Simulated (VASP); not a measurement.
HfC, 4 atoms in the cell. The structure is hexagonal, space group P6_3/mmc (No. 194). The conventional cell has a = 3.266 Å, b = 3.266 Å, c = 5.766 Å, α = 90.00°, β = 90.00°, γ = 120.00°. Hf (site symmetry -3m) has 6 C at 2.37 Å and 2 Hf at 2.88 Å within 3.1 Å. C (site symmetry -6m2) has 6 Hf at 2.37 Å within 3.1 Å. 

- Program: VASP 6.6.1
- Task: single point
- Functional: PBE
- Potentials or basis: VASP PAW PBE potentials, release 64 (Hf_pv, C)
- Cutoff: 520 eV
- k mesh: 12 × 12 × 6
- Occupations: gaussian, width 0.05 eV
- Spin: no spin polarisation
- Dipole correction: no
- k mesh for the DOS: 18 × 18 × 9
- Occupations for the DOS: tetrahedron
- Further INCAR settings: ALGO = Normal; EDIFF = 1e-07; NBANDS = 22

Potentials or basis: VASP PAW PBE potentials, release 64 (Hf_pv, C).

Command:

```sh
$ cat potpaw_PBE.64/Hf_pv/POTCAR potpaw_PBE.64/C/POTCAR > POTCAR
$ cp INCAR.step1 INCAR
$ cp KPOINTS.step1 KPOINTS
$ mpirun -np 1 vasp_std > vasp.out
$ cp INCAR.step2 INCAR
$ cp KPOINTS.step2 KPOINTS
$ mpirun -np 1 vasp_std > vasp.out
```

Hardware: 1 thread of Intel(R) Xeon(R) Platinum 8488C (Sapphire Rapids), on a shared host.

How long does it take, and how much memory?

Run time: 93 s on 1 thread of Intel(R) Xeon(R) Platinum 8488C (Sapphire Rapids) (shared host), peak memory 0.3 GiB. Counts: k points 185.
